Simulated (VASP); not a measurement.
Input of a VASP 6.6.1 run:

Contents of INCAR:

```
PREC     = Accurate       # precision mode
ENCUT    = 520            # plane-wave cutoff, eV
EDIFF    = 1E-7           # SCF threshold, eV
ISMEAR   = -1             # smearing method
SIGMA    = 0.04           # smearing width, eV
LREAL    = False          # projectors in reciprocal space
LASPH    = True           # aspherical terms in the spheres
NELM     = 100            # most SCF steps
ALGO     = Normal         # electronic algorithm
ISIF     = 2              # what is computed and relaxed
LWAVE    = False          # write WAVECAR
LCHARG   = True           # write CHGCAR
GGA      = PE             # functional
LELF     = True           # ELF
LVHAR    = True         
NBANDS   = 11             # bands
```

File KPOINTS:

```
Automatic mesh
0
Gamma
  8 8 8
```

The input POSCAR:

```
C
1.0
    0.0000000000      1.7833700000      1.7833700000
    1.7833700000      0.0000000000      1.7833700000
    1.7833700000      1.7833700000      0.0000000000
C
2
Direct
    0.7500000000      0.7500000000      0.7500000000
    0.5000000000      0.5000000000      0.5000000000
```

Potentials or basis: VASP PAW PBE potentials, release 64 (C).

The run is started by

```sh
$ cat potpaw_PBE.64/C/POTCAR > POTCAR
$ mpirun -np 1 vasp_std > vasp.out
```

Task: Estimate the band gap on the k mesh.

Result: 4.13 eV, indirect (least direct gap 5.59 eV).

Task: Predict the pressure.

Result: 2.5 GPa.

A k mesh can miss the band edges.
